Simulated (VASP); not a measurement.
Write the native input for VASP 6.6.1 that does the following.

```
Task                   : single point
Functional             : PBE
Potentials or basis    : VASP PAW PBE potentials, release 64 (Al, C)
Cutoff                 : 520 eV
k mesh                 : 7 × 7 × 7
Occupations            : fermi-dirac, width 0.1 eV
Spin                   : no spin polarisation
Dipole correction      : no
Further INCAR settings : ALGO = Normal; EDIFF = 1e-06; NBANDS = 16
```

The structure of AlC3 lies in POSCAR:

```
AlC3
1.0
    3.1772971956      0.0000000000      0.0000000000
    0.0000000000      3.1772971956      0.0000000000
    0.0000000000      0.0000000000      3.1772971956
Al C
1 3
Direct
    0.0000000000      0.0000000000      0.0000000000
    0.0000000000      0.5000000000      0.5000000000
    0.5000000000      0.0000000000      0.5000000000
    0.5000000000      0.5000000000      0.0000000000
```

The input as run:

INCAR

```
ALGO = Normal
EDIFF = 1E-6
ENCUT = 520
GGA = PE
ISIF = 2
ISMEAR = -1
LASPH = T
LCHARG = F
LREAL = F
LWAVE = F
NBANDS = 16
NELM = 100
PREC = Accurate
SIGMA = 0.1
```

KPOINTS

```
k-points
0
Gamma
  7 7 7
```

Potentials or basis: VASP PAW PBE potentials, release 64 (Al, C).

Run with:

```sh
$ cat potpaw_PBE.64/Al/POTCAR potpaw_PBE.64/C/POTCAR > POTCAR
$ mpirun -np 1 vasp_std > vasp.out
```

It gave:

The pressure is 5.0 GPa.

Wall time 7.2 s on 1 thread of Intel Xeon 6975P-C (shared host), peak memory 0.13 GiB.
